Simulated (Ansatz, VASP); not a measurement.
# Two plane-wave programs on SbPt

The input INCAR:

```
SYSTEM = SbPt
  PREC = Accurate
  ENCUT = 520
  EDIFF = 1E-8
  ISMEAR = -1
  SIGMA = 0.08
  LREAL = .False.
  LASPH = .True.
  NELM = 80
  ALGO = Normal
  ISIF = 2
  LWAVE = .False.
  LCHARG = .False.
  LEFG = .True.
  NBANDS = 23
```

Contents of KPOINTS:

```
regular mesh
0
Gamma
  11 11 8
  0 0 0
```

File POSCAR:

```
SbPt
1.0
    4.1022789289      0.0000000000      0.0000000000
   -2.0511394644      3.5526777658      0.0000000000
    0.0000000000      0.0000000000      5.4352740612
Sb Pt
2 2
Direct
    0.3333333333      0.6666666667      0.2500000000
    0.6666666667      0.3333333333      0.7500000000
    0.0000000000      0.0000000000      0.0000000000
    0.0000000000      0.0000000000      0.5000000000
```

Input for Ansatz:

```yaml
crystal:
  lattice:
    - [4.1022789289, 0.0, 0.0]
    - [-2.0511394644, 3.5526777658, 0.0]
    - [0.0, 0.0, 5.4352740612]
  atoms:
    - { symbol: Sb, position: [0.3333333333, 0.6666666667, 0.25] }
    - { symbol: Sb, position: [0.6666666667, 0.3333333333, 0.75] }
    - { symbol: Pt, position: [0.0, 0.0, 0.0] }
    - { symbol: Pt, position: [0.0, 0.0, 0.5] }
kpoints:
  mp_grid: { grid: [11, 11, 8] }
scf:
  occupations: { method: fermi_dirac, width: 0.08 }
hamiltonian:
  xc: lda
  pseudopotentials: { kind: paw }
output:
  forces: true
  stress: true
  eigenvalues: true
  efg: { contact_densities: true }
```

Change from the starting cell: volume scaled by 0.98, PAW files.

Alike in both runs: task electric field gradients; functional LDA; k mesh 11 × 11 × 8; occupations fermi-dirac, width 0.08 eV; no spin polarisation.

|  | VASP | Ansatz |
| --- | --- | --- |
| version | VASP 6.6.1 | Ansatz 0.2.0 |
| potentials or method | VASP PAW LDA potentials, release 64 (Sb, Pt) | PAW with Ansatz's default frozen-core files, scalar-relativistic |
| plane-wave cutoff (eV) | 520 | 420 |
| valence electrons in the cell | 30 | 66 |

Ansatz gave:

| Quantity | Value |
| --- | --- |
| pressure (GPa) | 3.1 |
| traceless stress, the component that is largest in VASP (GPa) | -0.68 |
| size of Vzz on the site where it differs most (V/Å²) | 56.6 |

Question: Which values does VASP return?

Answer: Pressure (GPa): 3.4; traceless stress, the component that is largest in VASP (GPa): -0.55; size of Vzz on the site where it differs most (V/Å²): 124.7.

LDA's correlation is that of Perdew and Zunger in VASP and of Perdew and Wang (1992) in Ansatz. VASP's potentials hold 30 valence electrons a cell and Ansatz's 66, so a difference there can come from the potentials and not from the codes.

Neither program's run includes spin-orbit coupling.
